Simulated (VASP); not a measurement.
# Hg (P6_3/mmc) in VASP: further runs, part 2 of 2

VASP 6.6.1. Earlier steps stand in the parts before.

## 3. Relaxation of cell and atoms, PBE, target pressure 6.8 GPa, at which the enthalpy is minimised

This run uses another cell than the first one, of 22.90 Å³/atom.

Contents of INCAR:

```
  PREC = Accurate
  ENCUT = 600
  EDIFF = 1E-6
  ISMEAR = -1
  SIGMA = 0.05
  LREAL = F
  LASPH = T
  NELM = 80
  ALGO = Normal
  ISIF = 3
  LWAVE = F
  LCHARG = F
  GGA = PE
  IBRION = 2
  NSW = 60
  EDIFFG = -0.005
  PSTRESS = 68.0
```

Contents of KPOINTS:

```
Automatic mesh
0
Gamma
  14 14 8
```

Contents of POSCAR:

```
Hg
1.0
    3.1961314986      0.0000000000      0.0000000000
   -1.5980657493      2.7679310716      0.0000000000
    0.0000000000      0.0000000000      5.1777330278
Hg
2
Direct
    0.3333333333      0.6666666667      0.2500000000
    0.6666666667      0.3333333333      0.7500000000
```

Potentials or basis: VASP PAW PBE potentials, release 64 (Hg).

Started as:

```bash
$ cat potpaw_PBE.64/Hg/POTCAR > POTCAR
$ mpirun -np 1 vasp_std > vasp.out
```

OUTCAR:

```text
PREC = Accurate
   ENCUT = 600
   EDIFF = 1E-6
   ISMEAR = -1
   LREAL = F
   LASPH = T
   NELM = 80
   ISIF = 3
   GGA = PE
   IBRION = 2
   NSW = 60
   EDIFFG = -0.005
   PSTRESS = 68.0

 ion  position               nearest neighbor table
   1  0.333  0.667  0.250-   2 3.18   2 3.18   2 3.18   2 3.18   2 3.18   2 3.18
   2  0.667  0.333  0.750-   1 3.18   1 3.18   1 3.18   1 3.18   1 3.18   1 3.18

  LATTYP: Found a hexagonal cell.
 ALAT       =     3.1961314986
 C/A-ratio  =     1.6200000000

  Lattice vectors:

 A1 = (   3.1961314986,   0.0000000000,   0.0000000000)
 A2 = (  -1.5980657493,   2.7679310716,   0.0000000000)
 A3 = (   0.0000000000,   0.0000000000,   5.1777330278)

Analysis of symmetry for initial positions (statically):
=====================================================================
 Subroutine PRICEL returns:
 Original cell was already a primitive cell.

 Routine SETGRP: Setting up the symmetry group for a
 hexagonal supercell.

 Subroutine GETGRP returns: Found 24 space group operations
 (whereof 12 operations were pure point group operations)
 out of a pool of 24 trial point group operations.

The static configuration has the point symmetry D_3d.
 The point group associated with its full space group is D_6h.

Analysis of symmetry for dynamics (positions and initial velocities):
=====================================================================
 Subroutine PRICEL returns:
 Original cell was already a primitive cell.

 Routine SETGRP: Setting up the symmetry group for a
 hexagonal supercell.

 Subroutine GETGRP returns: Found 24 space group operations
 (whereof 12 operations were pure point group operations)
 out of a pool of 24 trial point group operations.

The dynamic configuration has the point symmetry D_3d.
 The point group associated with its full space group is D_6h.

 Subroutine INISYM returns: Found 24 space group operations
 (whereof 12 operations are pure point group operations),
 and found     1 'primitive' translations

----------------------------------------------------------------------------------------

                                     Primitive cell

  volume of cell :      45.8057

  direct lattice vectors                    reciprocal lattice vectors
     3.196131499  0.000000000  0.000000000     0.312878241  0.180640336  0.000000000
    -1.598065749  2.767931072  0.000000000     0.000000000  0.361280673  0.000000000
     0.000000000  0.000000000  5.177733028     0.000000000  0.000000000  0.193134716

  length of vectors
     3.196131499  3.196131499  5.177733028     0.361280673  0.361280673  0.193134716

  position of ions in fractional coordinates (direct lattice)
     0.333333333  0.666666667  0.250000000
     0.666666667  0.333333333  0.750000000

  ion indices of the primitive-cell ions
   primitive index   ion index
                 1           1
                 2           2
[... 103 lines left out ...]
 conjugate gradient relaxation of ions
 non-spin polarized calculation
  energy-cutoff  :      600.00
  volume of cell :       45.81
 maximum number of plane-waves:      1558
 NGX is ok and might be reduce to    28
   NGX = 13   NGY = 13   NGZ = 21

--------------------------------------- Ionic step        1  -------------------------------------------

 number of electron      23.9999999 magnetization

 Free energy of the ion-electron system (eV)
  ---------------------------------------------------
  ext. energy  EPLUGINS =         0.00000000
  ---------------------------------------------------
  free energy    TOTEN  =        -0.13868646 eV

  energy without entropy =       -0.13411119  energy(sigma->0) =       -0.13639883

------------------------ aborting loop because EDIFF is reached ----------------------------------------

  FORCE on cell =-STRESS in cart. coord.  units (eV):
  Direction    XX          YY          ZZ          XY          YZ          ZX
  --------------------------------------------------------------------------------------
  -------------------------------------------------------------------------------------
  Total        1.9490348      1.9490348      1.9649816      0.0000000      0.0000000      0.0000000
  in kB       68.1727201     68.1727201     68.7305021      0.0000000      0.0000000      0.0000000
  external PRESSURE =       0.3586475 kB  Pullay stress =      68.0000000 kB

 VOLUME and BASIS-vectors are now :
 -----------------------------------------------------------------------------
  energy-cutoff  :      600.00
  volume of cell :       45.81
      direct lattice vectors                 reciprocal lattice vectors
     3.196131499  0.000000000  0.000000000     0.312878241  0.180640336  0.000000000
    -1.598065749  2.767931072  0.000000000     0.000000000  0.361280673  0.000000000
     0.000000000  0.000000000  5.177733028     0.000000000  0.000000000  0.193134716

 POSITION                                       TOTAL-FORCE (eV/Angst)
 -----------------------------------------------------------------------------------
     -0.00000      1.84529      1.29443        -0.000000     -0.000000      0.000000
      1.59807      0.92264      3.88330         0.000000      0.000000      0.000000
 -----------------------------------------------------------------------------------
    total drift:                               -0.000000      0.000000     -0.000000

  FREE ENERGIE OF THE ION-ELECTRON SYSTEM (eV)
  ---------------------------------------------------
  free  energy   TOTEN  =        -0.1386864609 eV

  energy  without entropy=       -0.1341111936  energy(sigma->0) =       -0.13639883

  enthalpy is  TOTEN    =         1.8054103784 eV   P V=        1.9440968392

--------------------------------------- Ionic step        2  -------------------------------------------

 number of electron      23.9999999 magnetization

 Free energy of the ion-electron system (eV)
  ---------------------------------------------------
  ext. energy  EPLUGINS =         0.00000000
  ---------------------------------------------------
  free energy    TOTEN  =        -0.14013735 eV

  energy without entropy =       -0.13556701  energy(sigma->0) =       -0.13785218

 E-fermi :   2.8384     XC(G=0): -11.0269

 val. band max:        2.8216125480   @ k =   0.4286  -0.0000   0.2500
 cond. band min:       2.8384045136   @ k =   0.4286   0.1429   0.3750
 fundamental gap:      0.0167919656
 Fermi energy:         2.8383517760

 k-point     1 :       0.0000    0.0000    0.0000
  band No.  band energies     occupation
      1      -6.3068      2.00000
      2      -5.1771      2.00000
      3      -4.1106      2.00000
      4      -4.0544      2.00000
      5      -4.0544      2.00000
      6      -3.9064      2.00000
[... 433 lines left out ...]
      3      -4.4021      2.00000
      4      -4.0764      2.00000
      5      -3.9884      2.00000
      6      -3.9771      2.00000
[... 8 lines left out ...]
     15       7.9944      0.00000
     16       8.8564      0.00000

 [... further k-points ...]

------------------------ aborting loop because EDIFF is reached ----------------------------------------

  FORCE on cell =-STRESS in cart. coord.  units (eV):
  Direction    XX          YY          ZZ          XY          YZ          ZX
  --------------------------------------------------------------------------------------
  -------------------------------------------------------------------------------------
  Total        1.9410347      1.9410347      1.9504420      0.0000000      0.0000000      0.0000000
  in kB       67.8425447     67.8425447     68.1713482      0.0000000      0.0000000      0.0000000
  external PRESSURE =      -0.0478541 kB  Pullay stress =      68.0000000 kB

 VOLUME and BASIS-vectors are now :
 -----------------------------------------------------------------------------
  energy-cutoff  :      600.00
  volume of cell :       45.84
      direct lattice vectors                 reciprocal lattice vectors
     3.196512194  0.000000000  0.000000000     0.312840978  0.180618823 -0.000000000
    -1.598256097  2.768260764  0.000000000    -0.000000000  0.361237645  0.000000000
     0.000000000  0.000000000  5.180341411     0.000000000  0.000000000  0.193037470

 POSITION                                       TOTAL-FORCE (eV/Angst)
 -----------------------------------------------------------------------------------
     -0.00000      1.84551      1.29509         0.000000      0.000000      0.000000
      1.59826      0.92275      3.88526        -0.000000     -0.000000      0.000000
 -----------------------------------------------------------------------------------
    total drift:                               -0.000000      0.000000     -0.000000

  FREE ENERGIE OF THE ION-ELECTRON SYSTEM (eV)
  ---------------------------------------------------
  free  energy   TOTEN  =        -0.1401373518 eV

  energy  without entropy=       -0.1355670136  energy(sigma->0) =       -0.13785218

  enthalpy is  TOTEN    =         1.8054022525 eV   P V=        1.9455396043

 reached required accuracy - stopping structural energy minimisation
```

Wall time 60 s (1 thread of Intel Xeon 6975P-C (Granite Rapids), shared host); peak memory 0.24 GiB.

What came out:

| Property | Result |
| --- | --- |
| Free energy | -0.1401 eV |
| Relaxed volume | 22.92 Å³/atom |
| Relaxed cell | a = 3.197 Å, b = 3.197 Å, c = 5.180 Å, α = 90.00°, β = 90.00°, γ = 120.00° |
| Space group after relaxing (to 0.1 Å) | P6_3/mmc (No. 194) |
| Energy change on relaxing (the run minimises the enthalpy) | -0.7 meV/atom |
| Ionic steps | 2 |
| Pressure after relaxing | 6.8 GPa |
| Band gap on the k mesh | zero (bands 12 and 13 overlap by 1.53 eV) |

The path:
```
step  energy change (eV)  largest force (eV/Å)  pressure (GPa)  volume (Å³)
   1              0.0000                0.0000            6.84        45.81
   2             -0.0015                0.0000            6.80        45.84
```

Final structure:
```yaml
crystal:
  lattice:
    - [3.19651, 0.00000, 0.00000]
    - [-1.59826, 2.76826, 0.00000]
    - [0.00000, 0.00000, 5.18034]
  atoms:
    - { symbol: Hg, position: [0.33333, 0.66667, 0.25000] }
    - { symbol: Hg, position: [0.66667, 0.33333, 0.75000] }
```

Caveat: the cell is relaxed towards a set pressure, so the run minimises the enthalpy, not the energy; spin-orbit coupling is left out, which moves the levels of the heavy elements.
